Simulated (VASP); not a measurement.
Runs of VASP 6.6.1 on BN (sol). The structure is that of space group P6_3mc (No. 186), or close to it. The cells are those of the table. 

| task | cell | k mesh | cutoff (eV) | smearing | gap on the mesh (eV) | pressure (GPa) |
| --- | --- | --- | --- | --- | --- | --- |
| single point | a = 2.541, b = 2.541, c = 4.203 Å, angles 90.0, 90.0, 120.0°, 4 atoms | 9 × 9 × 6 | 520 | gaussian 0.01 eV | 4.95 | 0.8 |
| single point | a = 2.550, b = 2.550, c = 4.210 Å, angles 90.0, 90.0, 120.0°, 4 atoms | 9 × 9 × 4 | 520 | gaussian 0.1 eV | (a) | -2.7 |
| single point | a = 2.541, b = 2.541, c = 4.203 Å, angles 90.0, 90.0, 120.0°, 4 atoms | 9 × 9 × 6 | 520 | gaussian 0.02 eV | 4.95 | 0.8 |
| relaxation of cell and atoms | relaxed from a = 2.550, b = 2.550, c = 4.210 Å, angles 90.0, 90.0, 120.0°, 4 atoms | 9 × 9 × 6 | 600 | gaussian 0.02 eV | 4.95 | 0.0 |

Alike in all rows: level PBEsol; potentials or basis VASP PAW PBE potentials, release 64 (B, N); no spin polarisation.

Fill in the values left out.

(a) 4.94.

Caveats: the PAW data sets were made with another functional, which shifts forces and pressure a little.

A k mesh can miss the band edges.
